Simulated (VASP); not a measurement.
A run of VASP 6.6.1:

The input INCAR:

```
SYSTEM = PbO2
ALGO     = Normal         ! electronic algorithm
EDIFF    = 1E-6           ! SCF threshold, eV
EDIFFG   = -0.005         ! ionic threshold
ENCUT    = 600            ! plane-wave cutoff, eV
GGA      = PE             ! functional
IBRION   = 2              ! ionic algorithm
ISIF     = 3              ! what is computed and relaxed
ISMEAR   = -1             ! smearing method
LASPH    = .TRUE.         ! aspherical terms in the spheres
LCHARG   = .FALSE.        ! write CHGCAR
LREAL    = .FALSE.        ! projectors in reciprocal space
LWAVE    = .FALSE.        ! write WAVECAR
NELM     = 80             ! most SCF steps
NSW      = 80             ! ionic steps
PREC     = Accurate       ! precision mode
SIGMA    = 0.02           ! smearing width, eV
```

Contents of KPOINTS:

```
k-points
0
G
  6 6 8
  0 0 0
```

Contents of POSCAR:

```
PbO2
1.0
    5.0363113100      0.0000000000      0.0000000000
    0.0000000000      5.0363113100      0.0000000000
    0.0000000000      0.0000000000      3.3239654646
Pb O
2 4
Direct
    0.0000000000      0.0000000000      0.0000000000
    0.5000000000      0.5000000000      0.5000000000
    0.3050000000      0.3050000000      0.0000000000
    0.1950000000      0.8050000000      0.5000000000
    0.8050000000      0.1950000000      0.5000000000
    0.6950000000      0.6950000000      0.0000000000
```

Potentials or basis: VASP PAW PBE potentials, release 64 (Pb_d, O).

The run is started by

```console
$ cat potpaw_PBE.64/Pb_d/POTCAR potpaw_PBE.64/O/POTCAR > POTCAR
$ mpirun -np 1 vasp_std > vasp.out
```

Hardware: 1 thread of Oxide Virtual Turin-like Processor, with other jobs on the host.

Question: Estimate the wall time of this run.

Answer: Wall time 20 min on 1 thread of Oxide Virtual Turin-like Processor, with other jobs on the host, peak memory 0.26 GiB. Counts: scf iterations 77, k points 50, ion steps 13.
